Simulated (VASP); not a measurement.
Write the native input for VASP 6.6.1 that does the following.

```yaml
Task: single point
Functional: PBEsol
Potentials_or_basis: VASP PAW PBE potentials, release 64 (Ir)
Cutoff: 500 eV
k_mesh: 8 × 8 × 5
Occupations: methfessel-paxton, width 0.1 eV
Spin: no spin polarisation
Dipole_correction: no
Further_INCAR_settings: ALGO = Normal; EDIFF = 1e-06; NBANDS = 16
```

The structure of Ir lies in POSCAR:

```
Ir
1.0
    2.7771900000      0.0015200000     -0.0104800000
   -1.3872800000      2.3908300000     -0.0125200000
   -0.0169900000     -0.0332500000      4.4593200000
Ir
2
Direct
    0.6806600000      0.3916000000      0.7404900000
    0.2764005417      0.6097543420      0.2055930925
```

These files were run (other wordings do the same):

INCAR

```
SYSTEM = Ir
ALGO     = Normal         ! electronic algorithm
EDIFF    = 1E-6           ! SCF threshold, eV
ENCUT    = 500            ! plane-wave cutoff, eV
GGA      = PS             ! functional
GGA_COMPAT= .False.      
ISIF     = 2              ! what is computed and relaxed
ISMEAR   = 1              ! smearing method
LASPH    = .True.         ! aspherical terms in the spheres
LCHARG   = .False.        ! write CHGCAR
LREAL    = .False.        ! projectors in reciprocal space
LWAVE    = .False.        ! write WAVECAR
NBANDS   = 16             ! bands
NELM     = 120            ! most SCF steps
PREC     = Accurate       ! precision mode
SIGMA    = 0.1            ! smearing width, eV
```

KPOINTS

```
k-points
0
Gamma
  8 8 5
  0 0 0
```

Potentials or basis: VASP PAW PBE potentials, release 64 (Ir).

The run is started by

```bash
$ cat potpaw_PBE.64/Ir/POTCAR > POTCAR
$ mpirun -np 1 vasp_std > vasp.out
```

Results of the run:

```yaml
Pressure: -7.6 GPa
Largest_force: 2.368 eV/Å
Band_gap_on_the_k_mesh: zero (bands 9 and 10 overlap by 2.59 eV)
```

Caveat: the cell stands under tension; the PAW data sets were made with another functional, which shifts forces and pressure a little; spin-orbit coupling is left out, which moves the levels of the heavy elements.

Wall time 88 s on 1 thread of Intel Xeon 8259CL, with other jobs on the host, peak memory 0.19 GiB.
